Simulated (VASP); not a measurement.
# ZrB2 (P6/mmm) in VASP: notebook, part 3 of 3

VASP 6.6.1.

**6. Single point, r2SCAN+U**

This run uses another cell than the first one, of 10.50 Å³/atom, 1.017 times its volume.

Contents of POSCAR:

```
ZrB2
1.0
    3.1743664875      0.0000000000      0.0000000000
   -1.5871832438      2.7490820191      0.0000000000
    0.0000000000      0.0000000000      3.6110031436
Zr B
1 2
Direct
    0.0000000000      0.0000000000      0.0000000000
    0.6666666667      0.3333333333      0.5000000000
    0.3333333333      0.6666666667      0.5000000000
```

Contents of INCAR.step1:

```
SYSTEM = ZrB2
  PREC = Accurate
  ENCUT = 520
  ISMEAR = -1
  SIGMA = 0.05
  LREAL = .FALSE.
  LASPH = .TRUE.
  NELM = 150
  LMAXMIX = 4
  LDAU = .TRUE.
  LDAUTYPE = 2
  LDAUL = 2 -1
  LDAUU = 5 0
  LDAUJ = 0 0
  NBANDS = 16
  GGA = PE
  ALGO = Normal
  EDIFF = 1E-4
  LWAVE = .TRUE.
  LCHARG = .FALSE.
```

Contents of INCAR.step2:

```
SYSTEM = ZrB2
  PREC = Accurate
  ENCUT = 520
  EDIFF = 1E-6
  ISMEAR = -1
  SIGMA = 0.05
  LREAL = .FALSE.
  LASPH = .TRUE.
  NELM = 150
  ALGO = Normal
  ISIF = 2
  LWAVE = .FALSE.
  LCHARG = .FALSE.
  LMAXMIX = 4
  LDAU = .TRUE.
  LDAUTYPE = 2
  LDAUL = 2 -1
  LDAUU = 5 0
  LDAUJ = 0 0
  LDAUPRINT = 1
  METAGGA = R2SCAN
  LMIXTAU = .TRUE.
  NBANDS = 16
  ISTART = 1
```

Contents of KPOINTS:

```
Automatic mesh
0
G
  10 10 8
  0 0 0
```

Potentials or basis: VASP PAW PBE potentials, release 64 (Zr_sv, B).

The run is started by

```sh
cat potpaw_PBE.64/Zr_sv/POTCAR potpaw_PBE.64/B/POTCAR > POTCAR
cp INCAR.step1 INCAR
mpirun -np 1 vasp_std > vasp.out
cp INCAR.step2 INCAR
mpirun -np 1 vasp_std > vasp.out
```

OUTCAR:

```text
SYSTEM = ZrB2
   PREC = Accurate
   ENCUT = 520
   EDIFF = 1E-6
   ISMEAR = -1
   LREAL = .FALSE.
   LASPH = .TRUE.
   NELM = 150
   ISIF = 2
   METAGGA = R2SCAN
   ISTART = 1

 ion  position               nearest neighbor table
   1  0.000  0.000  0.000-   2 2.57   3 2.57   2 2.57   3 2.57   2 2.57   2 2.57   3 2.57   3 2.57
                             2 2.57   2 2.57   3 2.57   3 2.57
   2  0.667  0.333  0.500-   3 1.83   3 1.83   3 1.83   1 2.57   1 2.57   1 2.57   1 2.57   1 2.57
                             1 2.57
   3  0.333  0.667  0.500-   2 1.83   2 1.83   2 1.83   1 2.57   1 2.57   1 2.57   1 2.57   1 2.57
                             1 2.57

  LATTYP: Found a hexagonal cell.
 ALAT       =     3.1743664875
 C/A-ratio  =     1.1375508020

  Lattice vectors:

 A1 = (   3.1743664875,   0.0000000000,   0.0000000000)
 A2 = (  -1.5871832438,   2.7490820191,   0.0000000000)
 A3 = (   0.0000000000,   0.0000000000,   3.6110031436)

Analysis of symmetry for initial positions (statically):
=====================================================================
 Subroutine PRICEL returns:
 Original cell was already a primitive cell.

 Routine SETGRP: Setting up the symmetry group for a
 hexagonal supercell.

 Subroutine GETGRP returns: Found 24 space group operations
 (whereof 24 operations were pure point group operations)
 out of a pool of 24 trial point group operations.

The static configuration has the point symmetry D_6h.

Analysis of symmetry for dynamics (positions and initial velocities):
=====================================================================
 Subroutine PRICEL returns:
[... 178 lines left out ...]
  o =  0.1425  v =  0.0000  0.0000  0.0000  0.0000  0.0000 -0.0000 -0.6855 -0.0000 -0.7280  0.0000      0.0000  0.0000  0.0000  0.0000  0.0000  0.0000  0.0000  0.0000  0.0000  0.0000
  o =  0.1425  v = -0.0000  0.7280  0.0000 -0.6855 -0.0000  0.0000  0.0000  0.0000  0.0000  0.0000      0.0000  0.0000  0.0000  0.0000  0.0000  0.0000  0.0000  0.0000  0.0000  0.0000
  o =  0.1425  v =  0.0000  0.0000  0.0000  0.0000  0.0000 -0.0000  0.7280  0.0000 -0.6855 -0.0000      0.0000  0.0000  0.0000  0.0000  0.0000  0.0000  0.0000  0.0000  0.0000  0.0000
  o =  0.1665  v =  0.0000  0.0000  0.0000  0.0000  0.0000  0.4357 -0.0000  0.0000 -0.0000 -0.9001      0.0000  0.0000  0.0000  0.0000  0.0000  0.0000  0.0000  0.0000  0.0000  0.0000
  o =  0.1665  v =  0.4357 -0.0000  0.0000 -0.0000 -0.9001  0.0000  0.0000  0.0000  0.0000  0.0000      0.0000  0.0000  0.0000  0.0000  0.0000  0.0000  0.0000  0.0000  0.0000  0.0000
  o =  0.1665  v =  0.0000  0.0000  0.0000  0.0000  0.0000  0.9001  0.0000  0.0000 -0.0000  0.4357      0.0000  0.0000  0.0000  0.0000  0.0000  0.0000  0.0000  0.0000  0.0000  0.0000
  o =  0.1665  v =  0.9001  0.0000  0.0000 -0.0000  0.4357  0.0000  0.0000  0.0000  0.0000  0.0000      0.0000  0.0000  0.0000  0.0000  0.0000  0.0000  0.0000  0.0000  0.0000  0.0000

 number of electron      18.0000000 magnetization

 Free energy of the ion-electron system (eV)
  ---------------------------------------------------
  ext. energy  EPLUGINS =         0.00000000
  ---------------------------------------------------
  free energy    TOTEN  =       -37.23552002 eV

  energy without entropy =      -37.23305725  energy(sigma->0) =      -37.23428863

 E-fermi :  10.9979     XC(G=0): -13.2430

 val. band max:       10.9810412833   @ k =   0.2000   0.2000   0.1250
 cond. band min:      11.0392688123   @ k =   0.0000   0.0000   0.2500
 fundamental gap:      0.0582275289
 Fermi energy:        10.9978562792

 k-point     1 :       0.0000    0.0000    0.0000
  band No.  band energies     occupation
      1     -40.7612      2.00000
      2     -18.1735      2.00000
      3     -17.6265      2.00000
      4     -17.6265      2.00000
      5      -2.9705      2.00000
      6       7.7240      2.00000
[... 433 lines left out ...]
      3     -18.0385      2.00000
      4     -17.8807      2.00000
      5       0.7346      2.00000
      6       2.1648      2.00000
[... 8 lines left out ...]
     15      19.2407      0.00000
     16      21.2970      0.00000

 [... further k-points ...]
[... 5 lines left out ...]
  --------------------------------------------------------------------------------------
  -------------------------------------------------------------------------------------
  Total        1.3801561      1.3801561      1.0730609     -0.0000000      0.0000000      0.0000000
  in kB       70.1723719     70.1723719     54.5584857     -0.0000000      0.0000000      0.0000000
  external PRESSURE =      64.9677432 kB  Pullay stress =       0.0000000 kB

 VOLUME and BASIS-vectors are now :
 -----------------------------------------------------------------------------
  energy-cutoff  :      520.00
  volume of cell :       31.51
      direct lattice vectors                 reciprocal lattice vectors
     3.174366487  0.000000000  0.000000000     0.315023487  0.181878895  0.000000000
    -1.587183244  2.749082019  0.000000000     0.000000000  0.363757790  0.000000000
     0.000000000  0.000000000  3.611003144     0.000000000  0.000000000  0.276931357

 POSITION                                       TOTAL-FORCE (eV/Angst)
 -----------------------------------------------------------------------------------
      0.00000      0.00000      0.00000         0.000000     -0.000000      0.000000
      1.58718      0.91636      1.80550        -0.000000      0.000000      0.000000
     -0.00000      1.83272      1.80550         0.000000     -0.000000      0.000000
 -----------------------------------------------------------------------------------
    total drift:                               -0.000000      0.000000      0.000000

  FREE ENERGIE OF THE ION-ELECTRON SYSTEM (eV)
  ---------------------------------------------------
  free  energy   TOTEN  =       -37.2355200156 eV

  energy  without entropy=      -37.2330572521  energy(sigma->0) =      -37.23428863
```

OUTCAR.step1:

```text
SYSTEM = ZrB2
   PREC = Accurate
   ENCUT = 520
   ISMEAR = -1
   LREAL = .FALSE.
   LASPH = .TRUE.
   NELM = 150
[... 687 lines left out ...]
      0.00000      0.00000      0.00000        -0.000000      0.000000      0.000000
      1.58718      0.91636      1.80550         0.000000      0.000000      0.000000
     -0.00000      1.83272      1.80550        -0.000000      0.000000      0.000000
 -----------------------------------------------------------------------------------
    total drift:                               -0.000000      0.000000     -0.000000

  FREE ENERGIE OF THE ION-ELECTRON SYSTEM (eV)
  ---------------------------------------------------
  free  energy   TOTEN  =       -21.5116477223 eV

  energy  without entropy=      -21.5091140094  energy(sigma->0) =      -21.51038087
```

Wall time 86 s (1 thread of Intel Xeon Platinum 8259CL at 2.50GHz (Skylake/Cascade Lake), shared host); peak memory 0.17 GiB.

Results:

* Free energy: -37.2355 eV
* Pressure: 6.5 GPa
* Band gap on the k mesh: zero (band 9 reaches 12.01 eV, above the bottom of band 10 at 10.78 eV)

Stress tensor (GPa, compression positive):
```
7.02 0.00 0.00
0.00 7.02 0.00
0.00 0.00 5.46
```

Levels at points of the mesh, in eV from the Fermi level:
```
           k point  band 6  band 7  band 8  band 9  band 10  band 11  band 12  band 13
(0.00, 0.00, 0.00)   -3.27   -2.70   -2.69   -2.69     4.08     4.08     4.32     4.32
(0.50, 0.00, 0.00)   -9.62   -4.18   -3.57   -2.62     1.73     2.84     5.34     5.56
(0.00, 0.00, 0.50)   -7.95   -1.25   -1.25    0.77     0.77     1.12     1.12     1.96
(0.50, 0.00, 0.50)   -7.97   -4.82   -4.46   -2.89     3.73     4.05     5.92     6.43
```

Eigenvalues of the final occupation matrices:
```tsv
site	spin	trace	eigenvalues
site 1 d	1	0.75	0.14 0.14 0.14 0.17 0.17
site 1 d	2	0.75	0.14 0.14 0.14 0.17 0.17
```

Caveat: the PAW data sets were made with another functional, which shifts forces and pressure a little; U without spin polarisation on a metal has little footing; the U is typed as a test and isn't derived for this compound.

**7. Overview**

```csv
U,cell,gap on the mesh (eV),pressure (GPa)
Zr d U = 1.0 eV,"a = 3.168, b = 3.168, c = 3.565 Å, angles 90.0, 90.0, 120.0°, 3 atoms",none,1.5
Zr d U = 2.0 eV,"a = 3.169, b = 3.169, c = 3.576 Å, angles 90.0, 90.0, 120.0°, 3 atoms",none,2.8
Zr d U = 3.0 eV,"a = 3.171, b = 3.171, c = 3.587 Å, angles 90.0, 90.0, 120.0°, 3 atoms",none,4.1
Zr d U = 4.0 eV,"a = 3.172, b = 3.172, c = 3.599 Å, angles 90.0, 90.0, 120.0°, 3 atoms",none,5.3
Zr d U = 5.0 eV,"a = 3.174, b = 3.174, c = 3.611 Å, angles 90.0, 90.0, 120.0°, 3 atoms",none,6.5
```

Alike in all rows: task single point; level r2SCAN+U; potentials or basis VASP PAW PBE potentials, release 64 (Zr_sv, B); no spin polarisation; k mesh 10 × 10 × 8; cutoff (eV) 520; smearing fermi-dirac 0.05 eV.

Caveats: the PAW data sets were made with another functional, which shifts forces and pressure a little; U without spin polarisation on a metal has little footing; the U is typed as a test and isn't derived for this compound.

Total energies depend on the potentials used, so only differences within one code and one set of settings carry meaning.
